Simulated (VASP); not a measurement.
# Rb (Cmcm) in VASP: notebook

Rb is run at these levels: PBE+D3(BJ); tasks: single point.

Everything below comes from runs of VASP 6.6.1. Logs are shortened: lines on timing, memory, paths and dates and some standing lists are left out, and cuts for length are marked.

## (1) The cell of the first run

It takes space group Cmcm (No. 63, orthorhombic). Conventional cell: a = 5.319 Å, b = 8.659 Å, c = 7.158 Å, α = 90.00°, β = 90.00°, γ = 90.00°.

## (2) Single point, PBE+D3(BJ) (normal strain along x +0.0750, normal strain along z -0.1100)

Contents of INCAR:

```
SYSTEM = Rb
PREC     = Accurate       ! precision mode
ENCUT    = 520            ! plane-wave cutoff, eV
EDIFF    = 1E-6           ! SCF threshold, eV
ISMEAR   = 0              ! smearing method
SIGMA    = 0.15           ! smearing width, eV
LREAL    = .False.        ! projectors in reciprocal space
LASPH    = .True.         ! aspherical terms in the spheres
NELM     = 100            ! most SCF steps
ALGO     = Fast           ! electronic algorithm
ISIF     = 2              ! what is computed and relaxed
LWAVE    = .False.        ! write WAVECAR
LCHARG   = .False.        ! write CHGCAR
GGA      = PE             ! functional
IVDW     = 12             ! dispersion correction
NBANDS   = 16             ! bands
```

Contents of KPOINTS:

```
regular mesh
0
Gamma
  10 10 6
  0 0 0
```

Contents of POSCAR:

```
Rb
1.0
    2.6595589288     -4.3297492603      0.0000000000
    2.6595589288      4.3297492603      0.0000000000
    0.0000000000      0.0000000000      7.1581495820
Rb
2
Direct
    0.8359965595      0.1640034405      0.7500000000
    0.1640034405      0.8359965595      0.2500000000
```

Potentials or basis: VASP PAW PBE potentials, release 64 (Rb_sv).

Command:

```sh
cat potpaw_PBE.64/Rb_sv/POTCAR > POTCAR
mpirun -np 1 vasp_std > vasp.out
```

OUTCAR:

```text
SYSTEM = Rb
   PREC = Accurate
   ENCUT = 520
   EDIFF = 1E-6
   ISMEAR = 0
   LREAL = .False.
   LASPH = .True.
   NELM = 100
   ISIF = 2
   GGA = PE
   IVDW = 12
 IVDW          = 12

 ion  position               nearest neighbor table
   1  0.836  0.164  0.750-   2 4.57   2 4.57   2 4.70   2 4.70   2 4.70   2 4.70
   2  0.164  0.836  0.250-   1 4.57   1 4.57   1 4.70   1 4.70   1 4.70   1 4.70

  LATTYP: Found a base centered orthorhombic cell.
 ALAT       =     5.3191178576
 B/A-ratio  =     1.6279952339
 C/A-ratio  =     1.3457399843

  Lattice vectors:

 A1 = (   2.6595589288,  -4.3297492603,   0.0000000000)
 A2 = (   2.6595589288,   4.3297492603,   0.0000000000)
 A3 = (   0.0000000000,   0.0000000000,   7.1581495820)

Analysis of symmetry for initial positions (statically):
=====================================================================
 Subroutine PRICEL returns:
 Original cell was already a primitive cell.

 Routine SETGRP: Setting up the symmetry group for a
 base centered orthorhombic supercell.

 Subroutine GETGRP returns: Found  8 space group operations
 (whereof  4 operations were pure point group operations)
 out of a pool of  8 trial point group operations.

The static configuration has the point symmetry C_2h.
 The point group associated with its full space group is D_2h.

Analysis of symmetry for dynamics (positions and initial velocities):
=====================================================================
 Subroutine PRICEL returns:
 Original cell was already a primitive cell.

 Routine SETGRP: Setting up the symmetry group for a
 base centered orthorhombic supercell.

 Subroutine GETGRP returns: Found  8 space group operations
 (whereof  4 operations were pure point group operations)
 out of a pool of  8 trial point group operations.

The dynamic configuration has the point symmetry C_2h.
 The point group associated with its full space group is D_2h.

 Subroutine INISYM returns: Found  8 space group operations
 (whereof  4 operations are pure point group operations),
 and found     1 'primitive' translations

----------------------------------------------------------------------------------------

                                     Primitive cell

  volume of cell :     164.8554

  direct lattice vectors                    reciprocal lattice vectors
     2.659558929 -4.329749260  0.000000000     0.188001098 -0.115480128  0.000000000
     2.659558929  4.329749260  0.000000000     0.188001098  0.115480128  0.000000000
     0.000000000  0.000000000  7.158149582     0.000000000  0.000000000  0.139700909

  length of vectors
     5.081336670  5.081336670  7.158149582     0.220635611  0.220635611  0.139700909

  position of ions in fractional coordinates (direct lattice)
     0.835996560  0.164003440  0.750000000
     0.164003440  0.835996560  0.250000000

  ion indices of the primitive-cell ions
   primitive index   ion index
                 1           1
                 2           2

----------------------------------------------------------------------------------------

 KPOINTS: regular mesh

Automatic generation of k-mesh.
 Grid dimensions read from file:
 generate k-points for:   10   10    6

 Generating k-lattice:

  Cartesian coordinates                     Fractional coordinates (reciprocal lattice)
     0.018800110 -0.011548013  0.000000000     0.100000000 -0.000000000  0.000000000
     0.018800110  0.011548013  0.000000000    -0.000000000  0.100000000  0.000000000
     0.000000000  0.000000000  0.023283485     0.000000000  0.000000000  0.166666667

  Length of vectors
     0.022063561  0.022063561  0.023283485

  Shift w.r.t. Gamma in fractional coordinates (k-lattice)
     0.000000000  0.000000000  0.000000000

 Subroutine IBZKPT returns following result:
 ===========================================

 Found    124 irreducible k-points:

 Following reciprocal coordinates:
            Coordinates               Weight
  0.000000  0.000000  0.000000      1.000000
  0.100000 -0.000000  0.000000      4.000000
  0.200000 -0.000000  0.000000      4.000000
  0.300000 -0.000000  0.000000      4.000000
  0.400000  0.000000  0.000000      4.000000
  0.500000 -0.000000  0.000000      2.000000
[... 16 lines left out ...]
  0.300000  0.300000  0.000000      2.000000
  0.400000  0.300000  0.000000      4.000000
 [... further k-points ...]
   k-points           NKPTS =    124   k-points in BZ     NKDIM =    124   number of bands    NBANDS=     16
   number of dos      NEDOS =    301   number of ions     NIONS =      2
   total plane-waves  NPLWV =  86400
   dimension x,y,z NGX =    40 NGY =   40 NGZ =   54
   dimension x,y,z NGXF=    80 NGYF=   80 NGZF=  108
   ions per type =               2
   NGX,Y,Z   is equivalent  to a cutoff of  13.09, 13.09, 12.54 a.u.
   NGXF,Y,Z  is equivalent  to a cutoff of  26.17, 26.17, 25.08 a.u.
 SYSTEM =  Rb
   PREC   = accura    normal or accurate (medium, high low for compatibility)
   ISTART =      0    job   : 0-new  1-cont  2-samecut
   ICHARG =      2    charge: 1-file 2-atom 10-const
   ISPIN  =      1    spin polarized calculation?
   LNONCOLLINEAR =      F non collinear calculations
   LSORBIT =      F    spin-orbit coupling
   LASPH  =      T    aspherical Exc in radial PAW
   ENCUT  =  520.0 eV  38.22 Ry    6.18 a.u.   9.45  9.45 13.31*2*pi/ulx,y,z
   NELM   =    100;   NELMIN=  2; NELMDL= -5     # of ELM steps
   EDIFF  = 0.1E-05   stopping-criterion for ELM
   LREAL  =      F    real-space projection
   EDIFFG = 0.1E-04   stopping-criterion for IOM
   NSW    =      0    number of steps for IOM
   IBRION =     -1    ionic relax: 0-MD 1-quasi-New 2-CG
   NFREE  =      0    steps in history (QN), initial steepest desc. (CG)
   ISIF   =      2    stress and relaxation
   ISYM   =      2    0-nonsym 1-usesym 2-fastsym
   POTIM  = 0.5000    time-step for ionic-motion
   TEBEG  =    0.0;   TEEND  =   0.0 temperature during run
   PSTRESS=    0.0 pullay stress
   NELECT =      18.0000    total number of electrons
   NUPDOWN=      -1.0000    fix difference up-down
   EMIN   =  10.00;   EMAX   =-10.00  energy-range for DOS
   EFERMI =   0.00;   METHOD = LEGACY
   ISMEAR =     0;   SIGMA  =   0.15  broadening in eV -4-tet -1-fermi 0-gaus
   EFERMI_NEDOS =   21; number of points for ismear=-14 and -15
   IALGO  =     68    algorithm
   IMIX   =      4    mixing-type and parameters
     AMIX     =   0.40;   BMIX     =  1.00
     AMIX_MAG =   1.60;   BMIX_MAG =  1.00
  volume/ion in A,a.u.               =      82.43       556.25
  Fermi-wavevector in a.u.,A,eV,Ry     =   0.782464  1.478643  8.330176  0.612251
  Thomas-Fermi vector in A             =   1.886193
   LORBIT       =      0    0 simple, 1 ext, 2 COOP (PROOUT), +10 PAW based schemes
   GGA     = PE    functional components
   LHFCALC =     F    Hartree Fock is set to
   AEXX    =    0.0000 exact exchange contribution
   IVDW    =    12    specifies the selected vdW correction
   LEPSILON=     F    determine dielectric tensor
   LRPA    =     F    only Hartree local field effects (RPA)
 non-spin polarized calculation
 RMM-DIIS sequential band-by-band and
 Gauss-broadening in eV      SIGMA  =   0.15
  energy-cutoff  :      520.00
  volume of cell :      164.86
 maximum number of plane-waves:      4466
 NGX is ok and might be reduce to    40
   NGX = 19   NGY = 19   NGZ = 27

 number of electron      18.0000000 magnetization

 Free energy of the ion-electron system (eV)
  ---------------------------------------------------
  ext. energy  EPLUGINS =         0.00000000
  ---------------------------------------------------
  free energy    TOTEN  =        -1.83054483 eV

  energy without entropy =       -1.81337862  energy(sigma->0) =       -1.82196173

 E-fermi :   0.2592     XC(G=0):  -5.7062

 val. band max:        0.2348409959   @ k =  -0.3000   0.2000   0.3333
 cond. band min:       0.2600253760   @ k =   0.3000   0.3000   0.0000
 fundamental gap:      0.0251843801
 Fermi energy:         0.2591595313

 k-point     1 :       0.0000    0.0000    0.0000
  band No.  band energies     occupation
      1     -28.6274      2.00000
      2     -28.6153      2.00000
      3     -12.8252      2.00000
      4     -12.7008      2.00000
      5     -12.6980      2.00000
      6     -12.6619      2.00000
[... 8 lines left out ...]
     15       4.2393      0.00000
     16       4.2761      0.00000

 k-point     2 :       0.1000   -0.0000    0.0000
  band No.  band energies     occupation
      1     -28.6270      2.00000
      2     -28.6154      2.00000
      3     -12.8208      2.00000
      4     -12.7052      2.00000
      5     -12.7011      2.00000
      6     -12.6668      2.00000
[... 8 lines left out ...]
     15       4.0273      0.00000
     16       4.1707      0.00000

 k-point     3 :       0.2000   -0.0000    0.0000
  band No.  band energies     occupation
      1     -28.6259      2.00000
      2     -28.6157      2.00000
      3     -12.8086      2.00000
      4     -12.7185      2.00000
      5     -12.7074      2.00000
      6     -12.6816      2.00000
[... 8 lines left out ...]
     15       3.8427      0.00000
     16       3.9089      0.00000

 k-point     4 :       0.3000   -0.0000    0.0000
  band No.  band energies     occupation
      1     -28.6243      2.00000
      2     -28.6161      2.00000
      3     -12.7910      2.00000
      4     -12.7355      2.00000
      5     -12.7161      2.00000
      6     -12.6979      2.00000
[... 8 lines left out ...]
     15       3.6822      0.00000
     16       4.1323      0.00000

 k-point     5 :       0.4000    0.0000    0.0000
  band No.  band energies     occupation
      1     -28.6229      2.00000
      2     -28.6167      2.00000
      3     -12.7730      2.00000
      4     -12.7496      2.00000
      5     -12.7258      2.00000
      6     -12.7078      2.00000
[... 8 lines left out ...]
     15       3.5328      0.00000
     16       4.4505      0.00000

 k-point     6 :       0.5000   -0.0000    0.0000
  band No.  band energies     occupation
      1     -28.6222      2.00000
      2     -28.6171      2.00000
      3     -12.7643      2.00000
      4     -12.7551      2.00000
      5     -12.7301      2.00000
      6     -12.7108      2.00000
[... 8 lines left out ...]
     15       3.4812      0.00000
     16       4.6177      0.00000
[... 267 lines left out ...]
 k-point    21 :      -0.3000    0.2000    0.0000
  band No.  band energies     occupation
      1     -28.6243      2.00000
      2     -28.6160      2.00000
      3     -12.7927      2.00000
      4     -12.7324      2.00000
      5     -12.7207      2.00000
      6     -12.6907      2.00000
[... 8 lines left out ...]
     15       3.5539      0.00000
     16       3.8601      0.00000

 k-point    22 :      -0.2000    0.2000    0.0000
  band No.  band energies     occupation
      1     -28.6255      2.00000
      2     -28.6157      2.00000
      3     -12.8053      2.00000
      4     -12.7227      2.00000
      5     -12.7101      2.00000
      6     -12.6816      2.00000
[... 8 lines left out ...]
     15       3.7090      0.00000
     16       3.7399      0.00000

 k-point    23 :       0.3000    0.3000    0.0000
  band No.  band energies     occupation
      1     -28.6208      2.00000
      2     -28.6179      2.00000
      3     -12.7565      2.00000
      4     -12.7471      2.00000
      5     -12.7210      2.00000
      6     -12.7192      2.00000
[... 8 lines left out ...]
     15       3.2260      0.00000
     16       3.9773      0.00000

 k-point    24 :       0.4000    0.3000    0.0000
  band No.  band energies     occupation
      1     -28.6201      2.00000
      2     -28.6183      2.00000
      3     -12.7600      2.00000
      4     -12.7381      2.00000
      5     -12.7297      2.00000
      6     -12.7157      2.00000
[... 8 lines left out ...]
     15       3.3282      0.00000
     16       3.8111      0.00000

 [... further k-points ...]

------------------------ aborting loop because EDIFF is reached ----------------------------------------

 Edisp (eV)   -0.22248

 E8    (eV) :    -0.1269

  FORCE on cell =-STRESS in cart. coord.  units (eV):
  Direction    XX          YY          ZZ          XY          YZ          ZX
  --------------------------------------------------------------------------------------
  -------------------------------------------------------------------------------------
  Total      -0.12169     0.10722     0.57461     0.00000    -0.00000     0.00000
  in kB      -1.18264     1.04205     5.58443     0.00000    -0.00000     0.00000
  external pressure =        1.81 kB  Pullay stress =        0.00 kB

 VOLUME and BASIS-vectors are now :
 -----------------------------------------------------------------------------
  energy-cutoff  :      520.00
  volume of cell :      164.86
      direct lattice vectors                 reciprocal lattice vectors
     2.659558929 -4.329749260  0.000000000     0.188001098 -0.115480128  0.000000000
     2.659558929  4.329749260  0.000000000     0.188001098  0.115480128  0.000000000
     0.000000000  0.000000000  7.158149582     0.000000000  0.000000000  0.139700909

 POSITION                                       TOTAL-FORCE (eV/Angst)
 -----------------------------------------------------------------------------------
      2.65956     -2.90956      5.36861         0.000000      0.033536      0.000000
      2.65956      2.90956      1.78954         0.000000     -0.033536      0.000000
 -----------------------------------------------------------------------------------
    total drift:                               -0.000000     -0.000000      0.000000

  FREE ENERGIE OF THE ION-ELECTRON SYSTEM (eV)
  ---------------------------------------------------
  free  energy   TOTEN  =        -2.0530221912 eV

  energy  without entropy=       -2.0358559795  energy(sigma->0) =       -2.04443909
```

It took 3.6 min on 1 thread of Intel Xeon 6975P-C (Granite Rapids), shared host; peak memory 0.45 GiB.

Results:

```yaml
Free_energy: -2.0530 eV
Pressure: 0.2 GPa
Largest_force: 0.034 eV/Å
Band_gap_on_the_k_mesh: zero (bands 9 and 10 overlap by 1.99 eV)
Dispersion_energy_per_atom: -0.111 eV
```

Forces in eV/Å, atoms in the order of the input:
```
Rb   0.000  0.034  0.000
Rb   0.000 -0.034  0.000
```

Caveat: the cell differs from its parent crystal (normal strain along x +0.0750, normal strain along z -0.1100).

## (3) Single point, PBE+D3(BJ) (normal strain along x -0.0750, normal strain along z +0.0550)

Contents of INCAR:

```
SYSTEM = Rb
PREC = Accurate
ENCUT = 520
EDIFF = 1E-6
ISMEAR = 0
SIGMA = 0.15
LREAL = .False.
LASPH = .True.
NELM = 80
ALGO = Fast
ISIF = 2
LWAVE = .False.
LCHARG = .True.
GGA = PE
IVDW = 12
LELF = .True.
LVHAR = .True.
NBANDS = 16
```

Contents of KPOINTS:

```
Automatic mesh
0
Gamma
  10 10 6
  0 0 0
```

Contents of POSCAR:

```
Rb
1.0
    2.2884576830     -4.3297492603      0.0000000000
    2.2884576830      4.3297492603      0.0000000000
    0.0000000000      0.0000000000      8.4852222573
Rb
2
Direct
    0.8359965595      0.1640034405      0.7500000000
    0.1640034405      0.8359965595      0.2500000000
```

Potentials or basis: VASP PAW PBE potentials, release 64 (Rb_sv).

Command:

```sh
cat potpaw_PBE.64/Rb_sv/POTCAR > POTCAR
mpirun -np 1 vasp_std > vasp.out
```

It took 3.4 min on 1 thread of Intel Xeon 6975P-C (Granite Rapids), shared host; peak memory 0.45 GiB.

It converged, with:

```
Free energy                : -2.0724 eV
Pressure                   : 0.1 GPa
Largest force              : 0.013 eV/Å
Band gap on the k mesh     : zero (bands 9 and 10 overlap by 2.44 eV)
Dispersion energy per atom : -0.109 eV
```

Forces on the atoms (eV/Å):
```
Rb   0.000 -0.013  0.000
Rb   0.000  0.013  0.000
```

Stress tensor (GPa, compression positive):
```
 0.39  0.00  0.00
 0.00  0.08  0.00
 0.00  0.00 -0.21
```

Levels at points of the mesh, in eV from the Fermi level:
```csv
k point,band 7,band 8,band 9,band 10,band 11,band 12
"(0.00, 0.00, 0.00)",-12.91,-12.90,-2.08,-0.10,0.47,3.22
"(0.50, 0.00, 0.00)",-12.94,-12.93,0.23,0.52,1.23,1.57
"(0.50, 0.50, 0.00)",-12.93,-12.91,-0.01,0.25,1.14,1.57
"(0.00, 0.00, 0.50)",-12.90,-12.90,-1.44,-1.44,2.04,2.04
"(0.50, 0.00, 0.50)",-12.94,-12.94,0.49,0.49,1.12,1.12
"(0.50, 0.50, 0.50)",-12.92,-12.92,0.29,0.29,0.85,0.85
```

Caveat: the cell differs from its parent crystal (normal strain along x -0.0750, normal strain along z +0.0550).

The gap in the log of VASP goes by the Fermi energy; the results here count the filled bands.